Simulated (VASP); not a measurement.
# Al (I4/mmm) in VASP: a series of runs, part 2 of 2

VASP 6.6.1. Earlier steps stand in the parts before.

**4. Single point, PBE+D3(BJ) (13.26 Å³/atom)**

Contents of INCAR:

```
SYSTEM = Al
PREC = Accurate
ENCUT = 520
EDIFF = 1E-6
ISMEAR = 0
SIGMA = 0.15
LREAL = .False.
LASPH = .True.
NELM = 80
ALGO = Normal
ISIF = 2
LWAVE = .False.
LCHARG = .True.
GGA = PE
IVDW = 12
LELF = .True.
LVHAR = .True.
NBANDS = 8
```

Contents of KPOINTS:

```
Automatic mesh
0
Gamma
  22 22 22
  0 0 0
```

Contents of POSCAR:

```
Al
1.0
    0.0000000000      2.1923418360      1.3794214832
    2.1923418360      0.0000000000      1.3794214832
    2.1923418360      2.1923418360      0.0000000000
Al
1
Direct
    0.0000000000      0.0000000000      0.0000000000
```

Potentials or basis: VASP PAW PBE potentials, release 64 (Al).

On the command line:

```sh
$ cat potpaw_PBE.64/Al/POTCAR > POTCAR
$ mpirun -np 1 vasp_std > vasp.out
```

OUTCAR:

```text
SYSTEM = Al
   PREC = Accurate
   ENCUT = 520
   EDIFF = 1E-6
   ISMEAR = 0
   LREAL = .False.
   LASPH = .True.
   NELM = 80
   ISIF = 2
   GGA = PE
   IVDW = 12
 IVDW          = 12

 ion  position               nearest neighbor table
   1  0.000  0.000  0.000-

  LATTYP: Found a body centered tetragonal cell.
 ALAT       =     3.1004395578
 C/A-ratio  =     0.8898231734

  Lattice vectors:

 A1 = (   0.0000000000,  -2.1923418360,  -1.3794214832)
 A2 = (   0.0000000000,   2.1923418360,  -1.3794214832)
 A3 = (   2.1923418360,   0.0000000000,   1.3794214832)

Analysis of symmetry for initial positions (statically):
=====================================================================
 Subroutine PRICEL returns:
 Original cell was already a primitive cell.

 Routine SETGRP: Setting up the symmetry group for a
 body centered tetragonal supercell.

 Subroutine GETGRP returns: Found 16 space group operations
 (whereof 16 operations were pure point group operations)
 out of a pool of 16 trial point group operations.

The static configuration has the point symmetry D_4h.

Analysis of symmetry for dynamics (positions and initial velocities):
=====================================================================
 Subroutine PRICEL returns:
 Original cell was already a primitive cell.

 Routine SETGRP: Setting up the symmetry group for a
 body centered tetragonal supercell.

 Subroutine GETGRP returns: Found 16 space group operations
 (whereof 16 operations were pure point group operations)
 out of a pool of 16 trial point group operations.

The dynamic configuration has the point symmetry D_4h.

 Subroutine INISYM returns: Found 16 space group operations
 (whereof 16 operations are pure point group operations),
 and found     1 'primitive' translations

----------------------------------------------------------------------------------------

                                     Primitive cell

  volume of cell :      13.2600
[... 109 lines left out ...]
  Fermi-wavevector in a.u.,A,eV,Ry     =   0.997549  1.885094 13.539202  0.995103
  Thomas-Fermi vector in A             =   2.129712
   LORBIT       =      0    0 simple, 1 ext, 2 COOP (PROOUT), +10 PAW based schemes
   GGA     = PE    functional components
   LHFCALC =     F    Hartree Fock is set to
   AEXX    =    0.0000 exact exchange contribution
   IVDW    =    12    specifies the selected vdW correction
   LEPSILON=     F    determine dielectric tensor
   LRPA    =     F    only Hartree local field effects (RPA)
 non-spin polarized calculation
 Gauss-broadening in eV      SIGMA  =   0.15
  energy-cutoff  :      520.00
  volume of cell :       13.26
 maximum number of plane-waves:       368
   NGX =  9   NGY =  9   NGZ = 11

 number of electron       3.0000000 magnetization

 Free energy of the ion-electron system (eV)
  ---------------------------------------------------
  ext. energy  EPLUGINS =         0.00000000
  ---------------------------------------------------
  free energy    TOTEN  =        -3.39842657 eV

  energy without entropy =       -3.39445277  energy(sigma->0) =       -3.39643967

 E-fermi :  10.5003     XC(G=0): -11.0187

 val. band max:       10.4934040173   @ k =  -0.3636   0.0000   0.3182
 cond. band min:      10.5011113168   @ k =  -0.4545   0.0909   0.3182
 fundamental gap:      0.0077072995
 Fermi energy:        10.5002649414

 k-point     1 :       0.0000    0.0000    0.0000
  band No.  band energies     occupation
      1      -2.2494      2.00000
      2      23.1516      0.00000
      3      26.5258      0.00000
      4      26.5258      0.00000
      5      26.7111      0.00000
      6      27.1196      0.00000
      7      27.1196      0.00000
      8      30.1667      0.00000
[... 243 lines left out ...]
 k-point    24 :      -0.4545    0.0455    0.0000
  band No.  band energies     occupation
      1       4.5807      2.00000
      2       8.1143      2.00000
      3      17.5698      0.00000
      4      20.4657      0.00000
      5      20.9143      0.00000
      6      24.4903      0.00000
      7      32.9323      0.00000
      8      36.3909      0.00000

 [... further k-points ...]

------------------------ aborting loop because EDIFF is reached ----------------------------------------

 Edisp (eV)   -0.42207

 E8    (eV) :    -0.1894

  FORCE on cell =-STRESS in cart. coord.  units (eV):
  Direction    XX          YY          ZZ          XY          YZ          ZX
  --------------------------------------------------------------------------------------
  -------------------------------------------------------------------------------------
  Total       1.97740     1.97740     1.91967     0.00000     0.00000     0.00000
  in kB     238.92552   238.92552   231.94901     0.00000     0.00000     0.00000
  external pressure =      236.60 kB  Pullay stress =        0.00 kB

 VOLUME and BASIS-vectors are now :
 -----------------------------------------------------------------------------
  energy-cutoff  :      520.00
  volume of cell :       13.26
      direct lattice vectors                 reciprocal lattice vectors
     0.000000000  2.192341836  1.379421483    -0.228066623  0.228066623  0.362470794
     2.192341836  0.000000000  1.379421483     0.228066623 -0.228066623  0.362470794
     2.192341836  2.192341836  0.000000000     0.228066623  0.228066623 -0.362470794

 POSITION                                       TOTAL-FORCE (eV/Angst)
 -----------------------------------------------------------------------------------
      0.00000      0.00000      0.00000         0.000000      0.000000      0.000000
 -----------------------------------------------------------------------------------
    total drift:                                0.000000     -0.000000     -0.000000

  FREE ENERGIE OF THE ION-ELECTRON SYSTEM (eV)
  ---------------------------------------------------
  free  energy   TOTEN  =        -3.8205007557 eV

  energy  without entropy=       -3.8165269543  energy(sigma->0) =       -3.81851385
```

stdout:

```text
POSCAR found type information on POSCAR Al
 POSCAR found :  1 types and       1 ions
 scaLAPACK will be used
 LDA part: xc-table for (Slater+PW92), standard interpolation
 POSCAR, INCAR and KPOINTS ok, starting setup
 FFT: planning ... GRIDC
 FFT: planning ... GRID_SOFT
 FFT: planning ... GRID
 WAVECAR not read
 entering main loop
```

Wall time 38 s (1 thread of Intel Xeon Platinum 8488C (Sapphire Rapids), shared host); peak memory 0.19 GiB.

What came out:

| Property | Result |
| --- | --- |
| Free energy | -3.8205 eV |
| Pressure | 23.7 GPa |
| Band gap on the k mesh | zero (an odd number of electrons rules out a gap without spin polarisation) |
| Dispersion energy per atom | -0.422 eV |

Levels at points of the mesh, in eV from the Fermi level:
```
           k point  band 1  band 2  band 3  band 4
(0.00, 0.00, 0.00)  -12.75   12.65   16.03   16.03
(0.50, 0.00, 0.00)   -4.90   -3.68    7.95    9.25
(0.50, 0.50, 0.00)    1.08    1.08    1.89    2.72
(0.50, 0.00, 0.50)   -5.62   -4.93   10.95   12.11
```

Caveat: the cell stands under pressure.

**5. Single point, PBE+D3(BJ) (13.26 Å³/atom)**

Contents of INCAR:

```
SYSTEM = Al
  PREC = Accurate
  ENCUT = 520
  EDIFF = 1E-6
  ISMEAR = 0
  SIGMA = 0.15
  LREAL = .FALSE.
  LASPH = .TRUE.
  NELM = 80
  ALGO = Normal
  ISIF = 2
  LWAVE = .FALSE.
  LCHARG = .FALSE.
  GGA = PE
  IVDW = 12
  NBANDS = 8
```

Contents of KPOINTS:

```
Automatic mesh
0
G
  22 22 22
  0 0 0
```

Contents of POSCAR:

```
Al
1.0
    0.0000000000      1.9275889213      1.7843690645
    1.9275889213      0.0000000000      1.7843690645
    1.9275889213      1.9275889213      0.0000000000
Al
1
Direct
    0.0000000000      0.0000000000      0.0000000000
```

On the command line:

```sh
$ cat potpaw_PBE.64/Al/POTCAR > POTCAR
$ mpirun -np 1 vasp_std > vasp.out
```

Wall time 36 s (1 thread of Intel Xeon Platinum 8488C (Sapphire Rapids), shared host); peak memory 0.19 GiB.

It converged, with:

```yaml
Free_energy: -3.9221 eV
Pressure: 22.7 GPa
Band_gap_on_the_k_mesh: zero (an odd number of electrons rules out a gap without spin polarisation)
Dispersion_energy_per_atom: -0.422 eV
```

Stress tensor (GPa, compression positive):
```
19.80  0.00  0.00
 0.00 19.80  0.00
 0.00  0.00 28.50
```

Levels at points of the mesh, in eV from the Fermi level:
```
           k point  band 1  band 2  band 3  band 4  band 5  band 6
(0.00, 0.00, 0.00)  -12.72   13.70   13.70   14.61   17.11   17.38
(0.50, 0.00, 0.00)   -5.47   -4.66   11.56   12.90   13.36   14.22
(0.50, 0.50, 0.00)   -2.45   -0.63    4.63    5.66    5.66   10.58
(0.50, 0.00, 0.50)   -3.88   -2.26    5.74    7.14    7.61   11.95
```

Caveat: the stress differs along the axes, from 20 to 28 GPa.

**6. Summary**

```csv
cell,gap on the mesh (eV),pressure (GPa)
"a = 2.742, b = 2.742, c = 2.523 Å, angles 62.6, 62.6, 54.8°, 1 atom",none,25.1
"a = 2.605, b = 2.605, c = 2.797 Å, angles 57.5, 57.5, 65.0°, 1 atom",none,23.2
"a = 2.590, b = 2.590, c = 3.100 Å, angles 53.2, 53.2, 73.5°, 1 atom",none,23.7
"a = 2.627, b = 2.627, c = 2.726 Å, angles 58.7, 58.7, 62.5°, 1 atom",none,22.7
```

Alike in all rows: task single point; level PBE+D3(BJ); potentials or basis VASP PAW PBE potentials, release 64 (Al); no spin polarisation; k mesh 22 × 22 × 22; cutoff (eV) 520; smearing gaussian 0.15 eV.

Caveats: the stress differs along the axes, from 9 to 33 GPa (at least some runs); the stress differs along the axes, from 19 to 31 GPa (at least some runs); the cell stands under pressure (at least some runs); the stress differs along the axes, from 20 to 28 GPa (at least some runs).

Total energies depend on the potentials used, so only differences within one code and one set of settings carry meaning.

The gap in the log of VASP goes by the Fermi energy; the results here count the filled bands.